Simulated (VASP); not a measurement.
# BaSr3 (Imm2) in VASP: single point with LDA

Aim: the single point of BaSr3 with LDA.

All numbers are computed with VASP 6.6.1; they aren't measurements. Logs are shortened: lines on timing, memory, paths and dates and some standing lists are left out, and cuts for length are marked.

### 1 The cell of the first run

It takes space group Imm2 (No. 44, orthorhombic). Conventional cell: a = 6.213 Å, b = 6.213 Å, c = 12.309 Å, α = 90.00°, β = 90.00°, γ = 90.00°. Ba (site symmetry mm2) has 12 Sr at 4.34 to 4.41 Å within 5.7 Å. Sr (site symmetry mm2) has 4 Ba at 4.37 Å and 8 Sr at 4.37 to 4.39 Å within 5.7 Å. Within 5.7 Å of Sr (site symmetry mm2) lie 4 Ba at 4.34 to 4.41 Å and 8 Sr at 4.34 to 4.41 Å. Within 5.7 Å of Sr (site symmetry mm2) lie 8 Sr at 4.34 to 4.41 Å and 4 Ba at 4.39 Å.

### 2 Single point, LDA

INCAR reads:

```
SYSTEM = BaSr3
PREC = Accurate
ENCUT = 520
EDIFF = 1E-6
ISMEAR = 0
SIGMA = 0.05
LREAL = .False.
LASPH = .True.
NELM = 100
ALGO = Fast
ISIF = 2
LWAVE = .False.
LCHARG = .False.
GGA = CA
NBANDS = 28
```

KPOINTS reads:

```
regular mesh
0
Gamma
  6 6 6
  0 0 0
```

POSCAR reads:

```
BaSr3
1.0
    6.2131873200      0.0000000000      0.0000000000
    0.0000000000      6.2131873200      0.0000000000
   -3.1065936600     -3.1065936600      6.1546734900
Ba Sr
1 3
Direct
    0.0000000000      0.0000000000      0.0000000000
    0.2500000000      0.7500000000      0.5000000000
    0.7540619539      0.2540619539      0.5081239078
    0.5000000000      0.5000000000      0.0000000000
```

Potentials or basis: VASP PAW LDA potentials, release 64 (Ba_sv, Sr_sv).

Run with:

```
cat potpaw_LDA.64/Ba_sv/POTCAR potpaw_LDA.64/Sr_sv/POTCAR > POTCAR
mpirun -np 1 vasp_std > vasp.out
```

OUTCAR:

```text
SYSTEM = BaSr3
   PREC = Accurate
   ENCUT = 520
   EDIFF = 1E-6
   ISMEAR = 0
   LREAL = .False.
   LASPH = .True.
   NELM = 100
   ISIF = 2
   GGA = CA

 ion  position               nearest neighbor table
   1  0.000  0.000  0.000-   3 4.34   3 4.34   2 4.37   2 4.37   2 4.37   2 4.37   4 4.39   4 4.39
                             4 4.39   4 4.39   3 4.41   3 4.41
   2  0.250  0.750  0.500-   1 4.37   4 4.37   1 4.37   4 4.37   1 4.37   4 4.37   1 4.37   4 4.37
                             3 4.39   3 4.39   3 4.39   3 4.39
   3  0.754  0.254  0.508-   4 4.34   1 4.34   1 4.34   4 4.34   2 4.39   2 4.39   2 4.39   2 4.39
                             4 4.41   4 4.41   1 4.41   1 4.41
   4  0.500  0.500  0.000-   3 4.34   3 4.34   2 4.37   2 4.37   2 4.37   2 4.37   1 4.39   1 4.39
                             1 4.39   1 4.39   3 4.41   3 4.41

  LATTYP: Found a body centered tetragonal cell.
 ALAT       =     6.2131873200
 C/A-ratio  =     1.9811646335

  Lattice vectors:

 A1 = (   3.1065936600,  -3.1065936600,  -6.1546734900)
 A2 = (  -3.1065936600,   3.1065936600,  -6.1546734900)
 A3 = (   3.1065936600,   3.1065936600,   6.1546734900)

Analysis of symmetry for initial positions (statically):
=====================================================================
 Subroutine PRICEL returns:
 Original cell was already a primitive cell.

 Routine SETGRP: Setting up the symmetry group for a
 body centered tetragonal supercell.

 Subroutine GETGRP returns: Found  4 space group operations
 (whereof  4 operations were pure point group operations)
 out of a pool of 16 trial point group operations.

The static configuration has the point symmetry C_2v.

Analysis of symmetry for dynamics (positions and initial velocities):
=====================================================================
 Subroutine PRICEL returns:
 Original cell was already a primitive cell.

 Routine SETGRP: Setting up the symmetry group for a
 body centered tetragonal supercell.

 Subroutine GETGRP returns: Found  4 space group operations
 (whereof  4 operations were pure point group operations)
 out of a pool of 16 trial point group operations.

The dynamic configuration has the point symmetry C_2v.

 Subroutine INISYM returns: Found  4 space group operations
 (whereof  4 operations are pure point group operations),
 and found     1 'primitive' translations

----------------------------------------------------------------------------------------

                                     Primitive cell

  volume of cell :     237.5931

  direct lattice vectors                    reciprocal lattice vectors
     6.213187320  0.000000000  0.000000000     0.160947988  0.000000000  0.081239078
     0.000000000  6.213187320  0.000000000     0.000000000  0.160947988  0.081239078
    -3.106593660 -3.106593660  6.154673490     0.000000000  0.000000000  0.162478156

  length of vectors
     6.213187320  6.213187320  7.561868427     0.180288776  0.180288776  0.162478156

  position of ions in fractional coordinates (direct lattice)
     0.000000000  0.000000000  0.000000000
     0.250000000  0.750000000  0.500000000
     0.754061954  0.254061954  0.508123908
     0.500000000  0.500000000  0.000000000

  ion indices of the primitive-cell ions
   primitive index   ion index
                 1           1
                 2           2
                 3           3
                 4           4

----------------------------------------------------------------------------------------

 KPOINTS: regular mesh

Automatic generation of k-mesh.
 Grid dimensions read from file:
 generate k-points for:    6    6    6

 Generating k-lattice:

  Cartesian coordinates                     Fractional coordinates (reciprocal lattice)
     0.026824665  0.000000000  0.013539846     0.166666667  0.000000000  0.000000000
     0.000000000  0.026824665  0.013539846     0.000000000  0.166666667  0.000000000
     0.000000000  0.000000000  0.027079693     0.000000000  0.000000000  0.166666667

  Length of vectors
     0.030048129  0.030048129  0.027079693

  Shift w.r.t. Gamma in fractional coordinates (k-lattice)
     0.000000000  0.000000000  0.000000000

 Subroutine IBZKPT returns following result:
 ===========================================

 Found     46 irreducible k-points:

 Following reciprocal coordinates:
            Coordinates               Weight
  0.000000  0.000000  0.000000      1.000000
  0.166667  0.000000 -0.000000      4.000000
  0.000000 -0.166667  0.166667      4.000000
  0.333333  0.000000 -0.000000      4.000000
  0.000000 -0.333333  0.333333      4.000000
  0.500000  0.000000  0.000000      2.000000
[... 16 lines left out ...]
  0.000000 -0.166667  0.333333      4.000000
  0.333333  0.000000  0.166667      4.000000
 [... further k-points ...]
   k-points           NKPTS =     46   k-points in BZ     NKDIM =     46   number of bands    NBANDS=     28
   number of dos      NEDOS =    301   number of ions     NIONS =      4
   total plane-waves  NPLWV = 129024
   dimension x,y,z NGX =    48 NGY =   48 NGZ =   56
   dimension x,y,z NGXF=    96 NGYF=   96 NGZF=  112
   ions per type =               1   3
   NGX,Y,Z   is equivalent  to a cutoff of  12.84, 12.84, 12.31 a.u.
   NGXF,Y,Z  is equivalent  to a cutoff of  25.69, 25.69, 24.62 a.u.
 SYSTEM =  BaSr3
   PREC   = accura    normal or accurate (medium, high low for compatibility)
   ISTART =      0    job   : 0-new  1-cont  2-samecut
   ICHARG =      2    charge: 1-file 2-atom 10-const
   ISPIN  =      1    spin polarized calculation?
   LNONCOLLINEAR =      F non collinear calculations
   LSORBIT =      F    spin-orbit coupling
   LASPH  =      T    aspherical Exc in radial PAW
   ENCUT  =  520.0 eV  38.22 Ry    6.18 a.u.  11.55 11.55 14.06*2*pi/ulx,y,z
   NELM   =    100;   NELMIN=  2; NELMDL= -5     # of ELM steps
   EDIFF  = 0.1E-05   stopping-criterion for ELM
   LREAL  =      F    real-space projection
   EDIFFG = 0.1E-04   stopping-criterion for IOM
   NSW    =      0    number of steps for IOM
   IBRION =     -1    ionic relax: 0-MD 1-quasi-New 2-CG
   NFREE  =      0    steps in history (QN), initial steepest desc. (CG)
   ISIF   =      2    stress and relaxation
   ISYM   =      2    0-nonsym 1-usesym 2-fastsym
   POTIM  = 0.5000    time-step for ionic-motion
   TEBEG  =    0.0;   TEEND  =   0.0 temperature during run
   PSTRESS=    0.0 pullay stress
   NELECT =      40.0000    total number of electrons
   NUPDOWN=      -1.0000    fix difference up-down
   EMIN   =  10.00;   EMAX   =-10.00  energy-range for DOS
   EFERMI =   0.00;   METHOD = LEGACY
   ISMEAR =     0;   SIGMA  =   0.05  broadening in eV -4-tet -1-fermi 0-gaus
   EFERMI_NEDOS =   21; number of points for ismear=-14 and -15
   IALGO  =     68    algorithm
   IMIX   =      4    mixing-type and parameters
     AMIX     =   0.40;   BMIX     =  1.00
     AMIX_MAG =   1.60;   BMIX_MAG =  1.00
  volume/ion in A,a.u.               =      59.40       400.84
  Fermi-wavevector in a.u.,A,eV,Ry     =   0.903962  1.708241 11.117965  0.817147
  Thomas-Fermi vector in A             =   2.027351
   LORBIT       =      0    0 simple, 1 ext, 2 COOP (PROOUT), +10 PAW based schemes
   GGA     = CA    functional components
   LHFCALC =     F    Hartree Fock is set to
   AEXX    =    0.0000 exact exchange contribution
   IVDW    =     0    specifies the selected vdW correction
   LEPSILON=     F    determine dielectric tensor
   LRPA    =     F    only Hartree local field effects (RPA)
 non-spin polarized calculation
 RMM-DIIS sequential band-by-band and
 Gauss-broadening in eV      SIGMA  =   0.05
  energy-cutoff  :      520.00
  volume of cell :      237.59
 maximum number of plane-waves:      6431
 NGX is ok and might be reduce to    48
   NGX = 23   NGY = 23   NGZ = 29

 number of electron      40.0000000 magnetization

 Free energy of the ion-electron system (eV)
  ---------------------------------------------------
  ext. energy  EPLUGINS =         0.00000000
  ---------------------------------------------------
  free energy    TOTEN  =        -7.69978131 eV

  energy without entropy =       -7.69387720  energy(sigma->0) =       -7.69682926

 E-fermi :   1.3370     XC(G=0):  -7.4437

 val. band max:        1.3326187857   @ k =   0.5000   0.0000   0.1667
 cond. band min:       1.3458019776   @ k =   0.0000   0.5000  -0.3333
 fundamental gap:      0.0131831919
 Fermi energy:         1.3370366507

 k-point     1 :       0.0000    0.0000    0.0000
  band No.  band energies     occupation
      1     -35.2586      2.00000
      2     -35.2506      2.00000
      3     -35.2426      2.00000
      4     -27.5559      2.00000
      5     -17.3771      2.00000
      6     -17.3615      2.00000
[... 20 lines left out ...]
     27       3.3038      0.00000
     28       3.3618      0.00000

 k-point     2 :       0.1667    0.0000   -0.0000
  band No.  band energies     occupation
      1     -35.2579      2.00000
      2     -35.2510      2.00000
      3     -35.2429      2.00000
      4     -27.5559      2.00000
      5     -17.3767      2.00000
      6     -17.3587      2.00000
[... 20 lines left out ...]
     27       3.1142      0.00000
     28       3.4538      0.00000

 k-point     3 :       0.0000   -0.1667    0.1667
  band No.  band energies     occupation
      1     -35.2579      2.00000
      2     -35.2510      2.00000
      3     -35.2429      2.00000
      4     -27.5559      2.00000
      5     -17.3759      2.00000
      6     -17.3587      2.00000
[... 20 lines left out ...]
     27       3.1197      0.00000
     28       3.4782      0.00000

 k-point     4 :       0.3333    0.0000   -0.0000
  band No.  band energies     occupation
      1     -35.2561      2.00000
      2     -35.2522      2.00000
      3     -35.2434      2.00000
      4     -27.5559      2.00000
      5     -17.3708      2.00000
      6     -17.3557      2.00000
[... 578 lines left out ...]
     27       2.8393      0.00000
     28       3.4662      0.00000

 k-point    23 :       0.0000   -0.1667    0.3333
  band No.  band energies     occupation
      1     -35.2573      2.00000
      2     -35.2511      2.00000
      3     -35.2435      2.00000
      4     -27.5559      2.00000
      5     -17.3681      2.00000
      6     -17.3681      2.00000
[... 20 lines left out ...]
     27       2.8410      0.00000
     28       3.5320      0.00000

 k-point    24 :       0.3333    0.0000    0.1667
  band No.  band energies     occupation
      1     -35.2556      2.00000
      2     -35.2523      2.00000
      3     -35.2439      2.00000
      4     -27.5559      2.00000
      5     -17.3630      2.00000
      6     -17.3596      2.00000
[... 20 lines left out ...]
     27       2.5786      0.00000
     28       3.1884      0.00000

 [... further k-points ...]

------------------------ aborting loop because EDIFF is reached ----------------------------------------

  FORCE on cell =-STRESS in cart. coord.  units (eV):
  Direction    XX          YY          ZZ          XY          YZ          ZX
  --------------------------------------------------------------------------------------
  -------------------------------------------------------------------------------------
  Total       -2.3747800     -2.3596936     -2.3197911      0.0000000      0.0000000      0.0000000
  in kB      -16.0140085    -15.9122751    -15.6431980      0.0000000      0.0000000      0.0000000
  external PRESSURE =     -15.8564939 kB  Pullay stress =       0.0000000 kB

 VOLUME and BASIS-vectors are now :
 -----------------------------------------------------------------------------
  energy-cutoff  :      520.00
  volume of cell :      237.59
      direct lattice vectors                 reciprocal lattice vectors
     6.213187320  0.000000000  0.000000000     0.160947988  0.000000000  0.081239078
     0.000000000  6.213187320  0.000000000     0.000000000  0.160947988  0.081239078
    -3.106593660 -3.106593660  6.154673490     0.000000000  0.000000000  0.162478156

 POSITION                                       TOTAL-FORCE (eV/Angst)
 -----------------------------------------------------------------------------------
      0.00000      0.00000      0.00000         0.000000      0.000000      0.035012
      0.00000      3.10659      3.07734        -0.000000     -0.000000     -0.002206
      3.10659      0.00000      3.12734         0.000000      0.000000     -0.059598
      3.10659      3.10659      0.00000        -0.000000     -0.000000      0.026792
 -----------------------------------------------------------------------------------
    total drift:                               -0.000000     -0.000000      0.000025

  FREE ENERGIE OF THE ION-ELECTRON SYSTEM (eV)
  ---------------------------------------------------
  free  energy   TOTEN  =        -7.6997813136 eV

  energy  without entropy=       -7.6938772021  energy(sigma->0) =       -7.69682926
```

It took 26 min on 1 thread of AMD EPYC 7R13, shared host; peak memory 0.44 GiB.

What came out:

```yaml
Free_energy: -7.6998 eV
Pressure: -1.6 GPa
Largest_force: 0.060 eV/Å
Band_gap_on_the_k_mesh: zero (bands 20 and 21 overlap by 0.13 eV)
```

Forces in eV/Å, atoms in the order of the input:
```
Ba   0.000  0.000  0.035
Sr   0.000  0.000 -0.002
Sr   0.000  0.000 -0.060
Sr   0.000  0.000  0.027
```

Levels at points of the mesh, in eV from the Fermi level:
| k point | band 17 | band 18 | band 19 | band 20 | band 21 | band 22 | band 23 | band 24 |
| --- | --- | --- | --- | --- | --- | --- | --- | --- |
| (0.00, 0.00, 0.00) | -3.43 | -0.70 | -0.16 | 0.12 | 0.17 | 0.34 | 0.34 | 0.79 |
| (0.50, 0.00, 0.00) | -1.98 | -1.95 | -0.40 | -0.16 | 0.34 | 0.39 | 0.60 | 0.66 |
| (0.00, 0.50, 0.50) | -1.99 | -1.94 | -0.40 | -0.14 | 0.37 | 0.39 | 0.57 | 0.65 |
| (0.50, 0.50, 0.00) | -1.43 | -1.30 | -1.21 | -0.81 | 0.15 | 0.38 | 0.55 | 0.94 |
| (0.00, 0.00, 0.50) | -2.25 | -2.16 | -0.84 | -0.56 | 0.14 | 0.14 | 0.74 | 1.01 |

Caveat: spin-orbit coupling is left out, which moves the levels of the heavy elements.
